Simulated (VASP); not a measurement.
Set up this calculation in VASP 6.6.1, as the native input.

```yaml
Task: single point
Functional: PBEsol
Potentials_or_basis: VASP PAW PBE potentials, release 64 (Zr_sv, Si)
Cutoff: 520 eV
k_mesh: 8 × 8 × 8
Occupations: gaussian, width 0.05 eV
Spin: no spin polarisation
Dipole_correction: no
Further_INCAR_settings: ALGO = Normal; EDIFF = 1e-06; NBANDS = 20
```

The structure of ZrSi3 lies in POSCAR:

```
ZrSi3
1.0
    3.8973785956      0.0000000000      0.0000000000
    0.0000000000      3.8973785956      0.0000000000
    0.0000000000      0.0000000000      3.8973785956
Zr Si
1 3
Direct
    0.0000000000      0.0000000000      0.0000000000
    0.0000000000      0.5000000000      0.5000000000
    0.5000000000      0.5000000000      0.0000000000
    0.5000000000      0.0000000000      0.5000000000
```

One way to write it, as run:

INCAR

```
SYSTEM = ZrSi3
ALGO = Normal
EDIFF = 1E-6
ENCUT = 520
GGA = PS
ISIF = 2
ISMEAR = 0
LASPH = .True.
LCHARG = .True.
LELF = .True.
LREAL = .False.
LVHAR = .True.
LWAVE = .False.
NBANDS = 20
NELM = 60
PREC = Accurate
SIGMA = 0.05
```

KPOINTS

```
k-points
0
Gamma
  8 8 8
  0 0 0
```

Potentials or basis: VASP PAW PBE potentials, release 64 (Zr_sv, Si).

Run with:

```bash
$ cat potpaw_PBE.64/Zr_sv/POTCAR potpaw_PBE.64/Si/POTCAR > POTCAR
$ mpirun -np 1 vasp_std > vasp.out
```

Results of the run:

```
Pressure               : 5.7 GPa
Band gap on the k mesh : zero (bands 12 and 13 overlap by 2.57 eV)
```

Caveat: the cell stands under pressure; the PAW data sets were made with another functional, which shifts forces and pressure a little.

Wall time 55 s on 1 thread of Intel Xeon 8259CL (shared host), peak memory 0.19 GiB.
